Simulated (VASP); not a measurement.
A run of VASP 6.6.1 is set up as follows.

POSCAR

```
SnSe2
1.0
    1.9122916108      1.1040620762      6.3350940812
   -1.9122916108      1.1040620762      6.3350940812
    0.0000000000     -2.2081241525      6.3350940812
Sn Se
1 2
Direct
    0.0027151442      0.0074288604     -0.0160708306
    0.2386518360      0.2525885180      0.2570271443
    0.7572665105      0.7362440891      0.7671309657
```

The input INCAR.step1:

```
SYSTEM = SnSe2
PREC = Accurate ; ENCUT = 520
ISMEAR = -1 ; SIGMA = 0.039
LREAL = .FALSE. ; LASPH = .TRUE.
NELM = 80 ; NBANDS = 20
GGA = PE ; ALGO = Normal
EDIFF = 1E-4 ; LWAVE = .TRUE.
LCHARG = .FALSE.
```

Contents of INCAR.step2:

```
SYSTEM = SnSe2
PREC = Accurate ; ENCUT = 520
EDIFF = 1E-6 ; ISMEAR = -1
SIGMA = 0.039 ; LREAL = .FALSE.
LASPH = .TRUE. ; NELM = 80
ALGO = Normal ; ISIF = 2
LWAVE = .FALSE. ; LCHARG = .FALSE.
METAGGA = R2SCAN ; LMIXTAU = .TRUE.
NBANDS = 20 ; ISTART = 1
```

Contents of KPOINTS:

```
Automatic mesh
0
G
  4 4 4
  0 0 0
```

Potentials or basis: VASP PAW PBE potentials, release 64 (Sn_d, Se).

Command:

```sh
$ cat potpaw_PBE.64/Sn_d/POTCAR potpaw_PBE.64/Se/POTCAR > POTCAR
$ cp INCAR.step1 INCAR
$ mpirun -np 1 vasp_std > vasp.out
$ cp INCAR.step2 INCAR
$ mpirun -np 1 vasp_std > vasp.out
```

Q: What does it give for the band gap on the k mesh?

A: 0.25 eV, indirect (least direct gap 0.62 eV).

Q: Predict the pressure.

A: -0.1 GPa.

Stress tensor (GPa, compression positive):
```
 0.61 -0.02 -0.49
-0.02  1.18 -0.32
-0.49 -0.32 -2.06
```

Caveat: the k points lie up to 0.48 Å⁻¹ apart; the PAW data sets were made with another functional, which shifts forces and pressure a little; spin-orbit coupling is left out, which moves the levels of the heavy elements. A k mesh can miss the band edges.
